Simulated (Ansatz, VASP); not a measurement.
Te2Mo in VASP and in Ansatz

```xyz
6
Lattice="3.5182 0.0000 0.0000 -1.7591 3.0469 0.0000 0.0000 0.0000 13.9736" Properties=species:S:1:pos:R:3 pbc="T T T"
Te    1.7591    1.0156    5.2960
Te    0.0000    2.0312   12.2828
Te    1.7591    1.0156    1.6908
Te    0.0000    2.0312    8.6776
Mo    1.7591    1.0156   10.4802
Mo    0.0000    2.0312    3.4934
```

Alike in both runs: task single point; functional r2SCAN; dispersion rVV10; k mesh 9 × 9 × 2; occupations fermi-dirac, width 0.05 eV; no spin polarisation.

|  | VASP | Ansatz |
| --- | --- | --- |
| version | VASP 6.6.1 | Ansatz 0.2.0 |
| potentials or method | VASP PAW PBE potentials, release 64 (Te, Mo_sv) | Ansatz PAW |
| plane-wave cutoff (eV) | 520 | 500 |
| valence electrons in the cell | 52 | 92 |

Ansatz gave:

- gap on the k mesh at the Fermi level (eV): 0.88
- least direct gap on the mesh (eV): 1.13
- pressure (GPa): 1.0
- traceless stress, the component that is largest in VASP (GPa): -0.38
- rms of the force components (eV/Å): 0.021

Problem. What did VASP give for the same quantities?

Solution. gap on the k mesh at the Fermi level (eV): 0.87; least direct gap on the mesh (eV): 1.13; pressure (GPa): 1.5; traceless stress, the component that is largest in VASP (GPa): -0.32; rms of the force components (eV/Å): 0.002.

VASP's potentials were made for PBE, not for r2SCAN. Atom by atom the forces differ by 0.023 eV/Å (rms over components). VASP's potentials hold 52 valence electrons a cell and Ansatz's 92, so a difference there can come from the potentials and not from the codes.

Neither program's run includes spin-orbit coupling. Noted on Ansatz's run: odd divisions of the mesh miss points on the zone boundary, where band edges often lie, so the gap on the mesh can be too wide.
